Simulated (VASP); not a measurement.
Write the native input for VASP 6.6.1 that does the following.

```yaml
Task: single point
Functional: PBEsol
Potentials_or_basis: VASP PAW PBE potentials, release 64 (Hf_pv, O)
Cutoff: 520 eV
k_mesh: 8 × 8 × 8
Occupations: gaussian, width 0.05 eV
Spin: no spin polarisation
Dipole_correction: no
Further_INCAR_settings: ALGO = Normal; EDIFF = 1e-06; NBANDS = 18
```

The structure of HfO2 lies in POSCAR:

```
HfO2
1.0
    0.0000000000      2.5556108920      2.5220673956
    2.4885238992      0.0000000000      2.5220673956
    2.4885238992      2.5556108920      0.0000000000
Hf O
1 2
Direct
    0.0000000000      0.0000000000      0.0000000000
    0.2500000000      0.2500000000      0.2500000000
    0.7500000000      0.7500000000      0.7500000000
```

This cell differs from its parent crystal: normal strain along x -0.0133, normal strain along y +0.0133.

One way to write it, as run:

INCAR

```
SYSTEM = HfO2
ALGO = Normal ; EDIFF = 1E-6
ENCUT = 520 ; GGA = PS
ISIF = 2 ; ISMEAR = 0
LASPH = .TRUE. ; LCHARG = .FALSE.
LREAL = .FALSE. ; LWAVE = .FALSE.
NBANDS = 18 ; NELM = 80
PREC = Accurate ; SIGMA = 0.05
```

KPOINTS

```
k-points
0
G
  8 8 8
  0 0 0
```

Potentials or basis: VASP PAW PBE potentials, release 64 (Hf_pv, O).

Launch:

```console
$ cat potpaw_PBE.64/Hf_pv/POTCAR potpaw_PBE.64/O/POTCAR > POTCAR
$ mpirun -np 1 vasp_std > vasp.out
```

Results of the run:

```
Pressure               : -3.7 GPa
Band gap on the k mesh : 3.52 eV, indirect (least direct gap 3.54 eV)
```

Caveat: the cell differs from its parent crystal (normal strain along x -0.0133, normal strain along y +0.0133); the PAW data sets were made with another functional, which shifts forces and pressure a little; spin-orbit coupling is left out, which moves the levels of the heavy elements.

Run time: 41 s on 1 thread of Intel(R) Xeon(R) Platinum 8259CL CPU @ 2.50GHz (Skylake/Cascade Lake) (shared host), peak memory 0.19 GiB.
